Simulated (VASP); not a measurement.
Here is a VASP 6.6.1 calculation.

File POSCAR:

```
Si2W
1.0
    4.6168523821      0.0000000000      0.0000000000
   -2.3084261911      3.9983114484      0.0000000000
    0.0000000000      0.0000000000      6.6532220000
W Si
3 6
Direct
    0.5000000000      0.0000000000      0.5000000000
    0.5000000000      0.5000000000      0.8333333333
    0.0000000000      0.5000000000      0.1666666667
    0.3272520000      0.1636260000      0.1666666667
    0.8363740000      0.1636260000      0.8333333333
    0.1636260000      0.3272520000      0.5000000000
    0.6727480000      0.8363740000      0.1666666667
    0.1636260000      0.8363740000      0.8333333333
    0.8363740000      0.6727480000      0.5000000000
```

Contents of INCAR.step1:

```
SYSTEM = Si2W
PREC = Accurate
ENCUT = 520
ISMEAR = -1
SIGMA = 0.05
LREAL = .False.
LASPH = .True.
NELM = 60
NBANDS = 43
GGA = PE
ALGO = Normal
EDIFF = 1E-4
LWAVE = .True.
LCHARG = .False.
```

INCAR.step2

```
SYSTEM = Si2W
PREC = Accurate
ENCUT = 520
EDIFF = 1E-6
ISMEAR = -1
SIGMA = 0.05
LREAL = .False.
LASPH = .True.
NELM = 60
ALGO = Normal
ISIF = 2
LWAVE = .False.
LCHARG = .False.
METAGGA = R2SCAN
LMIXTAU = .True.
NBANDS = 43
ISTART = 1
```

File KPOINTS:

```
regular mesh
0
Gamma
  7 7 4
  0 0 0
```

Potentials or basis: VASP PAW PBE potentials, release 64 (W_sv, Si).

Command:

```sh
$ cat potpaw_PBE.64/W_sv/POTCAR potpaw_PBE.64/Si/POTCAR > POTCAR
$ cp INCAR.step1 INCAR
$ mpirun -np 1 vasp_std > vasp.out
$ cp INCAR.step2 INCAR
$ mpirun -np 1 vasp_std > vasp.out
```

Task: What does it give for the band gap on the k mesh?

Result: 0.34 eV (least direct gap 0.85 eV).

Task: Estimate the pressure.

Result: -4.9 GPa.

Forces on the atoms (eV/Å):
```
W    0.000  0.000  0.000
W    0.000  0.000  0.000
W    0.000  0.000  0.000
Si  -0.003 -0.002  0.000
Si   0.003 -0.002  0.000
Si   0.000 -0.004  0.000
Si   0.003  0.002  0.000
Si  -0.003  0.002  0.000
Si   0.000  0.004  0.000
```

Caveat: the cell stands under tension; the PAW data sets were made with another functional, which shifts forces and pressure a little; spin-orbit coupling is left out, which moves the levels of the heavy elements. A k mesh can miss the band edges.
